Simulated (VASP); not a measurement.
# Mo (P6/mmm) in VASP: further runs

Mo is run at these levels: PBEsol; tasks: single point.

Everything below comes from runs of VASP 6.6.1. Logs are shortened: lines on timing, memory, paths and dates and some standing lists are left out, and cuts for length are marked.

## Step 1: The cell of the first run

The structure is hexagonal, space group P6/mmm (No. 191). The conventional cell has a = 2.772 Å, b = 2.772 Å, c = 2.589 Å, α = 90.00°, β = 90.00°, γ = 120.00°. Mo (site symmetry 6/mmm) has 8 Mo at 2.59 to 2.77 Å within 3.4 Å.

## Step 2: Single point, PBEsol

INCAR reads:

```
SYSTEM = Mo
PREC = Accurate
ENCUT = 520
EDIFF = 1E-6
ISMEAR = 1
SIGMA = 0.1
LREAL = .False.
LASPH = .True.
NELM = 100
ALGO = Normal
ISIF = 2
LWAVE = .False.
LCHARG = .True.
GGA = PS
LELF = .True.
LVHAR = .True.
NBANDS = 13
```

KPOINTS reads:

```
Automatic mesh
0
Gamma
  12 12 11
  0 0 0
```

POSCAR reads:

```
Mo
1.0
    2.7715076807      0.0000000000      0.0000000000
   -1.3857538404      2.4001959040      0.0000000000
    0.0000000000      0.0000000000      2.5888056586
Mo
1
Direct
    0.0000000000      0.0000000000      0.5000000000
```

Potentials or basis: VASP PAW PBE potentials, release 64 (Mo_sv).

Run with:

```
$ cat potpaw_PBE.64/Mo_sv/POTCAR > POTCAR
$ mpirun -np 1 vasp_std > vasp.out
```

OUTCAR:

```text
SYSTEM = Mo
   PREC = Accurate
   ENCUT = 520
   EDIFF = 1E-6
   ISMEAR = 1
   LREAL = .False.
   LASPH = .True.
   NELM = 100
   ISIF = 2
   GGA = PS

 ion  position               nearest neighbor table
   1  0.000  0.000  0.500-

  LATTYP: Found a hexagonal cell.
 ALAT       =     2.7715076807
 C/A-ratio  =     0.9340784717

  Lattice vectors:

 A1 = (   2.7715076807,   0.0000000000,   0.0000000000)
 A2 = (  -1.3857538404,   2.4001959040,   0.0000000000)
 A3 = (   0.0000000000,   0.0000000000,   2.5888056586)

Analysis of symmetry for initial positions (statically):
=====================================================================
 Subroutine PRICEL returns:
 Original cell was already a primitive cell.

 Routine SETGRP: Setting up the symmetry group for a
 hexagonal supercell.

 Subroutine GETGRP returns: Found 24 space group operations
 (whereof 24 operations were pure point group operations)
 out of a pool of 24 trial point group operations.

The static configuration has the point symmetry D_6h.

Analysis of symmetry for dynamics (positions and initial velocities):
=====================================================================
 Subroutine PRICEL returns:
 Original cell was already a primitive cell.

 Routine SETGRP: Setting up the symmetry group for a
 hexagonal supercell.

 Subroutine GETGRP returns: Found 24 space group operations
 (whereof 24 operations were pure point group operations)
 out of a pool of 24 trial point group operations.

The dynamic configuration has the point symmetry D_6h.

 Subroutine INISYM returns: Found 24 space group operations
 (whereof 24 operations are pure point group operations),
 and found     1 'primitive' translations

----------------------------------------------------------------------------------------

                                     Primitive cell

  volume of cell :      17.2212

  direct lattice vectors                    reciprocal lattice vectors
     2.771507681  0.000000000  0.000000000     0.360814443  0.208316329  0.000000000
    -1.385753840  2.400195904  0.000000000     0.000000000  0.416632658  0.000000000
     0.000000000  0.000000000  2.588805659     0.000000000  0.000000000  0.386278513

  length of vectors
     2.771507681  2.771507547  2.588805659     0.416632638  0.416632658  0.386278513

  position of ions in fractional coordinates (direct lattice)
     0.000000000  0.000000000  0.500000000

  ion indices of the primitive-cell ions
   primitive index   ion index
                 1           1

----------------------------------------------------------------------------------------

 KPOINTS: Automatic mesh

Automatic generation of k-mesh.
 Grid dimensions read from file:
 generate k-points for:   12   12   11

 Generating k-lattice:

  Cartesian coordinates                     Fractional coordinates (reciprocal lattice)
     0.030067870  0.017359694  0.000000000     0.083333333  0.000000000  0.000000000
     0.000000000  0.034719388  0.000000000     0.000000000  0.083333333  0.000000000
     0.000000000  0.000000000  0.035116228     0.000000000  0.000000000  0.090909091

  Length of vectors
     0.034719387  0.034719388  0.035116228

  Shift w.r.t. Gamma in fractional coordinates (k-lattice)
     0.000000000  0.000000000  0.000000000

 Subroutine IBZKPT returns following result:
 ===========================================

 Found    114 irreducible k-points:

 Following reciprocal coordinates:
            Coordinates               Weight
  0.000000  0.000000  0.000000      1.000000
  0.083333  0.000000  0.000000      6.000000
  0.166667  0.000000  0.000000      6.000000
  0.250000  0.000000  0.000000      6.000000
  0.333333  0.000000  0.000000      6.000000
  0.416667  0.000000  0.000000      6.000000
[... 16 lines left out ...]
  0.250000  0.000000  0.090909     12.000000
  0.333333  0.000000  0.090909     12.000000
 [... further k-points ...]
   k-points           NKPTS =    114   k-points in BZ     NKDIM =    114   number of bands    NBANDS=     13
   number of dos      NEDOS =    301   number of ions     NIONS =      1
   total plane-waves  NPLWV =  11520
   dimension x,y,z NGX =    24 NGY =   24 NGZ =   20
   dimension x,y,z NGXF=    48 NGYF=   48 NGZF=   40
   ions per type =               1
   NGX,Y,Z   is equivalent  to a cutoff of  14.40, 14.40, 12.84 a.u.
   NGXF,Y,Z  is equivalent  to a cutoff of  28.79, 28.79, 25.69 a.u.
 SYSTEM =  Mo
   PREC   = accura    normal or accurate (medium, high low for compatibility)
   ISTART =      0    job   : 0-new  1-cont  2-samecut
   ICHARG =      2    charge: 1-file 2-atom 10-const
   ISPIN  =      1    spin polarized calculation?
   LNONCOLLINEAR =      F non collinear calculations
   LSORBIT =      F    spin-orbit coupling
   LASPH  =      T    aspherical Exc in radial PAW
   ENCUT  =  520.0 eV  38.22 Ry    6.18 a.u.   5.15  5.15  4.81*2*pi/ulx,y,z
   NELM   =    100;   NELMIN=  2; NELMDL= -5     # of ELM steps
   EDIFF  = 0.1E-05   stopping-criterion for ELM
   LREAL  =      F    real-space projection
   EDIFFG = 0.1E-04   stopping-criterion for IOM
   NSW    =      0    number of steps for IOM
   IBRION =     -1    ionic relax: 0-MD 1-quasi-New 2-CG
   NFREE  =      0    steps in history (QN), initial steepest desc. (CG)
   ISIF   =      2    stress and relaxation
   ISYM   =      2    0-nonsym 1-usesym 2-fastsym
   POTIM  = 0.5000    time-step for ionic-motion
   TEBEG  =    0.0;   TEEND  =   0.0 temperature during run
   PSTRESS=    0.0 pullay stress
   NELECT =      14.0000    total number of electrons
   NUPDOWN=      -1.0000    fix difference up-down
   EMIN   =  10.00;   EMAX   =-10.00  energy-range for DOS
   EFERMI =   0.00;   METHOD = LEGACY
   ISMEAR =     1;   SIGMA  =   0.10  broadening in eV -4-tet -1-fermi 0-gaus
   EFERMI_NEDOS =   21; number of points for ismear=-14 and -15
   IALGO  =     38    algorithm
   IMIX   =      4    mixing-type and parameters
     AMIX     =   0.40;   BMIX     =  1.00
     AMIX_MAG =   1.60;   BMIX_MAG =  1.00
  volume/ion in A,a.u.               =      17.22       116.21
  Fermi-wavevector in a.u.,A,eV,Ry     =   1.527906  2.887325 31.762776  2.334498
  Thomas-Fermi vector in A             =   2.635738
   LORBIT       =      0    0 simple, 1 ext, 2 COOP (PROOUT), +10 PAW based schemes
   GGA     = PS    functional components
   LHFCALC =     F    Hartree Fock is set to
   AEXX    =    0.0000 exact exchange contribution
   IVDW    =     0    specifies the selected vdW correction
   LEPSILON=     F    determine dielectric tensor
   LRPA    =     F    only Hartree local field effects (RPA)
 non-spin polarized calculation
 Methfessel and Paxton  Order N= 1 SIGMA  =   0.10
  energy-cutoff  :      520.00
  volume of cell :       17.22
 maximum number of plane-waves:       476
 NGX is ok and might be reduce to    24
   NGX = 11   NGY = 11   NGZ =  9

 number of electron      13.9999998 magnetization

 Free energy of the ion-electron system (eV)
  ---------------------------------------------------
  ext. energy  EPLUGINS =         0.00000000
  ---------------------------------------------------
  free energy    TOTEN  =       -10.82676133 eV

  energy without entropy =      -10.82704659  energy(sigma->0) =      -10.82685642

 E-fermi :  10.9004     XC(G=0): -12.9011

 val. band max:       10.8851049951   @ k =   0.2500   0.1667   0.3636
 cond. band min:      10.9036626306   @ k =   0.5000   0.0000   0.3636
 fundamental gap:      0.0185576355
 Fermi energy:        10.9003664000

 k-point     1 :       0.0000    0.0000    0.0000
  band No.  band energies     occupation
      1     -50.0867      2.00000
      2     -23.4620      2.00000
      3     -23.4620      2.00000
      4     -23.4403      2.00000
      5       4.1557      2.00000
      6       6.7210      2.00000
      7      10.0218      2.00000
      8      10.0218      2.00000
      9      14.7418      0.00000
     10      14.7418      0.00000
     11      23.8254      0.00000
     12      26.2508      0.00000
     13      30.9050      0.00000

 k-point     2 :       0.0833    0.0000    0.0000
  band No.  band energies     occupation
      1     -50.0739      2.00000
      2     -23.5491      2.00000
      3     -23.4816      2.00000
      4     -23.4312      2.00000
      5       4.4131      2.00000
      6       6.8325      2.00000
      7       9.7741      2.00000
      8      10.2599      2.00000
      9      14.4702      0.00000
     10      14.6969      0.00000
     11      24.3978      0.00000
     12      26.7690      0.00000
     13      29.5632      0.00000

 k-point     3 :       0.1667    0.0000    0.0000
  band No.  band energies     occupation
      1     -50.0389      2.00000
      2     -23.7830      2.00000
      3     -23.5347      2.00000
      4     -23.4063      2.00000
      5       5.0949      2.00000
      6       7.1315      2.00000
      7       9.2655      2.00000
      8      10.9516      0.24656
      9      13.8098      0.00000
     10      14.5761      0.00000
     11      25.5458      0.00000
     12      27.6624      0.00000
     13      28.1249      0.00000
[... 305 lines left out ...]
 k-point    23 :       0.2500    0.0000    0.0909
  band No.  band energies     occupation
      1     -49.9749      2.00000
      2     -24.0796      2.00000
      3     -23.5947      2.00000
      4     -23.4982      2.00000
      5       6.1262      2.00000
      6       7.6221      2.00000
      7       9.2224      2.00000
      8      12.0617     -0.00000
      9      12.7621     -0.00000
     10      14.0617      0.00000
     11      24.8400      0.00000
     12      27.5050      0.00000
     13      28.1355      0.00000

 k-point    24 :       0.3333    0.0000    0.0909
  band No.  band energies     occupation
      1     -49.9264      2.00000
      2     -24.3793      2.00000
      3     -23.6653      2.00000
      4     -23.4618      2.00000
      5       6.4807      2.00000
      6       7.7275      2.00000
      7       9.8324      2.00000
      8      12.4271     -0.00000
      9      13.3105      0.00000
     10      13.9249      0.00000
     11      22.8790      0.00000
     12      26.5303      0.00000
     13      27.8831      0.00000

 [... further k-points ...]

------------------------ aborting loop because EDIFF is reached ----------------------------------------

  FORCE on cell =-STRESS in cart. coord.  units (eV):
  Direction    XX          YY          ZZ          XY          YZ          ZX
  --------------------------------------------------------------------------------------
  -------------------------------------------------------------------------------------
  Total       -0.9809725     -0.9809723     -1.8289916      0.0000000      0.0000000      0.0000000
  in kB      -91.2651922    -91.2651804   -170.1610185      0.0000000      0.0000000      0.0000000
  external PRESSURE =    -117.5637970 kB  Pullay stress =       0.0000000 kB

 VOLUME and BASIS-vectors are now :
 -----------------------------------------------------------------------------
  energy-cutoff  :      520.00
  volume of cell :       17.22
      direct lattice vectors                 reciprocal lattice vectors
     2.771507681  0.000000000  0.000000000     0.360814443  0.208316329  0.000000000
    -1.385753840  2.400195904  0.000000000     0.000000000  0.416632658  0.000000000
     0.000000000  0.000000000  2.588805659     0.000000000  0.000000000  0.386278513

 POSITION                                       TOTAL-FORCE (eV/Angst)
 -----------------------------------------------------------------------------------
      0.00000      0.00000      1.29440         0.000000      0.000000      0.000000
 -----------------------------------------------------------------------------------
    total drift:                                0.000000      0.000000     -0.000000

  FREE ENERGIE OF THE ION-ELECTRON SYSTEM (eV)
  ---------------------------------------------------
  free  energy   TOTEN  =       -10.8267613291 eV

  energy  without entropy=      -10.8270465911  energy(sigma->0) =      -10.82685642
```

It took 25 s on 1 thread of Intel Xeon 8259CL, shared host; peak memory 0.15 GiB.

Results:

- Free energy: -10.8268 eV
- Pressure: -11.8 GPa
- Band gap on the k mesh: zero (band 7 reaches 11.79 eV, above the bottom of band 8 at 10.02 eV)

Stress tensor (GPa, compression positive):
```
 -9.13   0.00   0.00
  0.00  -9.13   0.00
  0.00   0.00 -17.02
```

Levels at points of the mesh, in eV from the Fermi level:
```
           k point  band 4  band 5  band 6  band 7  band 8  band 9  band 10  band 11
(0.00, 0.00, 0.00)  -34.34   -6.74   -4.18   -0.88   -0.88    3.84     3.84    12.93
(0.50, 0.00, 0.00)  -34.20   -4.75   -3.10    0.89    0.89    3.21     4.16     9.61
```

Caveat: the PAW data sets were made with another functional, which shifts forces and pressure a little.

## Step 3: Single point, PBEsol

This run uses another cell than the first one, of 17.55 Å³/atom, 1.019 times its volume.

INCAR reads:

```
SYSTEM = Mo
  PREC = Accurate
  ENCUT = 520
  EDIFF = 1E-6
  ISMEAR = 1
  SIGMA = 0.1
  LREAL = .False.
  LASPH = .True.
  NELM = 100
  ALGO = Normal
  ISIF = 2
  LWAVE = .False.
  LCHARG = .True.
  GGA = PS
  LELF = .True.
  LVHAR = .True.
  NBANDS = 13
```

KPOINTS reads:

```
regular mesh
0
Gamma
  12 12 11
  0 0 0
```

POSCAR reads:

```
Mo
1.0
    2.7891610719      0.0000000000      0.0000000000
   -1.3945805359      2.4154841882      0.0000000000
    0.0000000000      0.0000000000      2.6052953112
Mo
1
Direct
    0.0000000000      0.0000000000      0.5000000000
```

Potentials or basis: VASP PAW PBE potentials, release 64 (Mo_sv).

Run with:

```
$ cat potpaw_PBE.64/Mo_sv/POTCAR > POTCAR
$ mpirun -np 1 vasp_std > vasp.out
```

OUTCAR:

```text
SYSTEM = Mo
   PREC = Accurate
   ENCUT = 520
   EDIFF = 1E-6
   ISMEAR = 1
   LREAL = .False.
   LASPH = .True.
   NELM = 100
   ISIF = 2
   GGA = PS

 ion  position               nearest neighbor table
   1  0.000  0.000  0.500-

  LATTYP: Found a hexagonal cell.
 ALAT       =     2.7891610719
 C/A-ratio  =     0.9340784716

  Lattice vectors:

 A1 = (   2.7891610719,   0.0000000000,   0.0000000000)
 A2 = (  -1.3945805359,   2.4154841882,   0.0000000000)
 A3 = (   0.0000000000,   0.0000000000,   2.6052953112)

Analysis of symmetry for initial positions (statically):
=====================================================================
 Subroutine PRICEL returns:
 Original cell was already a primitive cell.

 Routine SETGRP: Setting up the symmetry group for a
 hexagonal supercell.

 Subroutine GETGRP returns: Found 24 space group operations
 (whereof 24 operations were pure point group operations)
 out of a pool of 24 trial point group operations.

The static configuration has the point symmetry D_6h.

Analysis of symmetry for dynamics (positions and initial velocities):
=====================================================================
 Subroutine PRICEL returns:
 Original cell was already a primitive cell.

 Routine SETGRP: Setting up the symmetry group for a
 hexagonal supercell.

 Subroutine GETGRP returns: Found 24 space group operations
 (whereof 24 operations were pure point group operations)
 out of a pool of 24 trial point group operations.

The dynamic configuration has the point symmetry D_6h.

 Subroutine INISYM returns: Found 24 space group operations
 (whereof 24 operations are pure point group operations),
 and found     1 'primitive' translations

----------------------------------------------------------------------------------------

                                     Primitive cell

[... 113 lines left out ...]
   GGA     = PS    functional components
   LHFCALC =     F    Hartree Fock is set to
   AEXX    =    0.0000 exact exchange contribution
   IVDW    =     0    specifies the selected vdW correction
   LEPSILON=     F    determine dielectric tensor
   LRPA    =     F    only Hartree local field effects (RPA)
 non-spin polarized calculation
 Methfessel and Paxton  Order N= 1 SIGMA  =   0.10
  energy-cutoff  :      520.00
  volume of cell :       17.55
 maximum number of plane-waves:       483
 NGX is ok and might be reduce to    24
   NGX = 11   NGY = 11   NGZ =  9

 number of electron      13.9999999 magnetization

 Free energy of the ion-electron system (eV)
  ---------------------------------------------------
  ext. energy  EPLUGINS =         0.00000000
  ---------------------------------------------------
  free energy    TOTEN  =       -10.79923044 eV

  energy without entropy =      -10.79953272  energy(sigma->0) =      -10.79933120

 E-fermi :  10.6211     XC(G=0): -12.7974

 val. band max:       10.6058192100   @ k =   0.0833   0.0000   0.3636
 cond. band min:      10.6337123415   @ k =   0.5000   0.0000   0.3636
 fundamental gap:      0.0278931315
 Fermi energy:        10.6210773290

 k-point     1 :       0.0000    0.0000    0.0000
  band No.  band energies     occupation
      1     -50.3629      2.00000
      2     -23.7742      2.00000
      3     -23.7742      2.00000
      4     -23.7583      2.00000
      5       3.9448      2.00000
      6       6.5410      2.00000
      7       9.7755      2.00000
      8       9.7755      2.00000
      9      14.3583      0.00000
     10      14.3583      0.00000
     11      23.5336      0.00000
     12      25.8156      0.00000
     13      30.4109      0.00000
[... 354 lines left out ...]
  band No.  band energies     occupation
      1     -50.2143      2.00000
      2     -24.6376      2.00000
      3     -23.9660      2.00000
      4     -23.7792      2.00000
      5       6.2789      2.00000
      6       7.5115      2.00000
      7       9.5650      2.00000
      8      12.1105     -0.00000
      9      12.9776      0.00000
     10      13.5686      0.00000
     11      22.4006      0.00000
     12      26.0518      0.00000
     13      27.4477      0.00000

 [... further k-points ...]

------------------------ aborting loop because EDIFF is reached ----------------------------------------

  FORCE on cell =-STRESS in cart. coord.  units (eV):
  Direction    XX          YY          ZZ          XY          YZ          ZX
  --------------------------------------------------------------------------------------
  -------------------------------------------------------------------------------------
  Total       -1.3771560     -1.3771559     -2.1629050     -0.0000000      0.0000000      0.0000000
  in kB     -125.7068612   -125.7068451   -197.4300623     -0.0000000      0.0000000      0.0000000
  external PRESSURE =    -149.6145895 kB  Pullay stress =       0.0000000 kB

 VOLUME and BASIS-vectors are now :
 -----------------------------------------------------------------------------
  energy-cutoff  :      520.00
  volume of cell :       17.55
      direct lattice vectors                 reciprocal lattice vectors
     2.789161072  0.000000000  0.000000000     0.358530746  0.206997836  0.000000000
    -1.394580536  2.415484188  0.000000000     0.000000000  0.413995672  0.000000000
     0.000000000  0.000000000  2.605295311     0.000000000  0.000000000  0.383833647

 POSITION                                       TOTAL-FORCE (eV/Angst)
 -----------------------------------------------------------------------------------
      0.00000      0.00000      1.30265         0.000000      0.000000      0.000000
 -----------------------------------------------------------------------------------
    total drift:                               -0.000000      0.000000     -0.000000

  FREE ENERGIE OF THE ION-ELECTRON SYSTEM (eV)
  ---------------------------------------------------
  free  energy   TOTEN  =       -10.7992304364 eV

  energy  without entropy=      -10.7995327187  energy(sigma->0) =      -10.79933120
```

stdout:

```text
POSCAR found type information on POSCAR Mo
 POSCAR found :  1 types and       1 ions
 scaLAPACK will be used
 -----------------------------------------------------------------------------
|                                                                             |
|                                                                             |
|     You enforced a specific xc type in the INCAR file but a different       |
|     I HOPE YOU KNOW WHAT YOU ARE DOING!                                     |
|                                                                             |
 -----------------------------------------------------------------------------

 LDA part: xc-table for (Slater+PW92), standard interpolation
 POSCAR, INCAR and KPOINTS ok, starting setup
 FFT: planning ... GRIDC
 FFT: planning ... GRID_SOFT
 FFT: planning ... GRID
 WAVECAR not read
 entering main loop
```

Wall time 27 s (1 thread of Intel Xeon 8259CL, shared host); peak memory 0.15 GiB.

What came out:

```
Free energy            : -10.7992 eV
Pressure               : -15.0 GPa
Band gap on the k mesh : zero (band 7 reaches 11.48 eV, above the bottom of band 8 at 9.78 eV)
```

Stress tensor (GPa, compression positive):
```
-12.57   0.00   0.00
  0.00 -12.57   0.00
  0.00   0.00 -19.74
```

Caveat: the PAW data sets were made with another functional, which shifts forces and pressure a little.
